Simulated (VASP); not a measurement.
Runs of VASP 6.6.1 on HfMg3. The structure is that of space group Pm-3m (No. 221), or close to it. The cells are those of the table. 

```tsv
level	potentials or basis	cell	smearing	gap on the mesh (eV)	pressure (GPa)
LDA	VASP PAW LDA potentials, release 64 (Hf_pv, Mg)	a = 4.435 Å, 4 atoms	gaussian 0.05 eV	none	-3.9
PBE	VASP PAW PBE potentials, release 64 (Hf_pv, Mg)	a = 4.435 Å, 4 atoms	tetrahedron	none	-0.1
PBE	VASP PAW PBE potentials, release 64 (Hf_pv, Mg)	a = 4.536 Å, 4 atoms	gaussian 0.05 eV	none	-3.5
PBE	VASP PAW PBE potentials, release 64 (Hf_pv, Mg)	a = 4.578 Å, 4 atoms	gaussian 0.05 eV	none	-4.6
PBE	VASP PAW PBE potentials, release 64 (Hf_pv, Mg)	a = 4.435 Å, 4 atoms	gaussian 0.05 eV	none	-0.1
PBE	VASP PAW PBE potentials, release 64 (Hf_pv, Mg)	a = 4.494 Å, 4 atoms	gaussian 0.05 eV	none	(c)
PBE	VASP PAW PBE potentials, release 64 (Hf_pv, Mg)	a = 4.405 Å, 4 atoms	gaussian 0.05 eV	none	1.1
PBE	VASP PAW PBE potentials, release 64 (Hf_pv, Mg)	a = 4.352 Å, 4 atoms	gaussian 0.05 eV	none	3.4
PBE	VASP PAW PBE potentials, release 64 (Hf_pv, Mg)	a = 4.375 Å, 4 atoms	gaussian 0.05 eV	none	(a)
PBE	VASP PAW PBE potentials, release 64 (Hf_pv, Mg)	a = 4.465 Å, 4 atoms	gaussian 0.05 eV	none	-1.2
PBEsol	VASP PAW PBE potentials, release 64 (Hf_pv, Mg)	a = 4.435 Å, 4 atoms	gaussian 0.05 eV	none	(b)
```

Alike in all rows: task single point; no spin polarisation; k mesh 8 × 8 × 8; cutoff (eV) 520.

Question: Estimate the missing entries.

Answer: (a) 2.4; (b) -1.5; (c) -2.2.

Caveats: spin-orbit coupling is left out, which moves the levels of the heavy elements; the cell stands under tension (at least some runs); tetrahedron occupations give inexact forces and stress in metals (at least some runs); the cell stands under pressure (at least some runs); the PAW data sets were made with another functional, which shifts forces and pressure a little (at least some runs).

A k mesh can miss the band edges, and the runs leave out spin-orbit coupling on Hf.

A gap of «none» marks levels without a gap at the run's occupations.
